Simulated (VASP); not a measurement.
The system is V.

```
V
1.0
    -1.51300    1.51300    1.51300
     1.51300   -1.51300    1.51300
     1.51300    1.51300   -1.51300
V
1
Direct
  0.00000 0.00000 0.00000
```

Base run:

* Program: VASP 6.6.1
* Functional: r2SCAN
* Potentials or basis: VASP PAW PBE potentials, release 64 (V_sv)
* Cutoff: 520 eV
* k mesh: 12 × 12 × 12
* Occupations: fermi-dirac, width 0.1 eV
* Spin: collinear spin, ferromagnetic start
* Starting moments: [0.54] μB
* Fixed moment: 0.54 μB

Its results: pressure -5.5 GPa; site moments V +0.46 μB.

**Question.** The run is repeated on the same cell with these changes: fixed moment from 0.54 μB to 1.26 μB; moments at the start from [0.54] to [1.26]. What comes out?

**Answer.** Pressure 2.9 GPa; site moments V +1.07 μB.

Caveats: the PAW data sets were made with another functional, which shifts forces and pressure a little; the total moment is fixed, so each spin has its own Fermi level.
